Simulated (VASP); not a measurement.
# ZrC: single point with PBEsol

ZrC:

```xyz
2
Lattice="0.0000 2.4207 2.3150 2.4207 0.0000 2.3150 2.4207 2.4207 0.0000" Properties=species:S:1:pos:R:3 pbc="T T T"
Zr    2.4207    2.4207    2.3150
C     0.0000    0.0000    0.0000
```

This cell differs from its parent crystal: strain +0.030 along x and y, -0.015 along z.

- Program: VASP 6.6.1
- Task: single point
- Functional: PBEsol
- Potentials or basis: VASP PAW PBE potentials, release 64 (Zr_sv, C)
- Cutoff: 520 eV
- k mesh: 18 × 18 × 18
- Occupations: gaussian, width 0.15 eV
- Spin: no spin polarisation
- Dipole correction: no
- Further INCAR settings: ALGO = Normal; EDIFF = 1e-07; NBANDS = 15

- Pressure: -12.2 GPa
- Band gap on the k mesh: zero (band 8 reaches 9.91 eV, above the bottom of band 9 at 8.38 eV)

Stress tensor (GPa, compression positive):
```
-16.88   0.00   0.00
  0.00 -16.88   0.00
  0.00   0.00  -2.86
```

Levels at points of the mesh, in eV from the Fermi level:
```tsv
k point	band 4	band 5	band 6	band 7	band 8	band 9	band 10	band 11	band 12	band 13
(0.00, 0.00, 0.00)	-25.90	-11.14	0.86	0.86	0.90	0.90	1.07	1.31	2.43	2.78
(0.50, 0.00, 0.00)	-25.95	-8.21	-5.18	-2.86	-2.80	4.11	4.43	5.10	6.25	9.23
(0.50, 0.50, 0.00)	-26.21	-9.92	-1.81	-1.74	-0.14	-0.14	4.25	5.36	5.36	7.78
(0.50, 0.00, 0.50)	-26.13	-9.95	-2.28	-1.65	0.01	0.20	4.15	5.13	5.54	7.40
```

It took 90 s on 1 thread of Intel(R) Xeon(R) 6975P-C (Granite Rapids), on a shared host, peak memory 0.31 GiB.

Caveat: the cell differs from its parent crystal (strain +0.030 along x and y, -0.015 along z); the PAW data sets were made with another functional, which shifts forces and pressure a little.
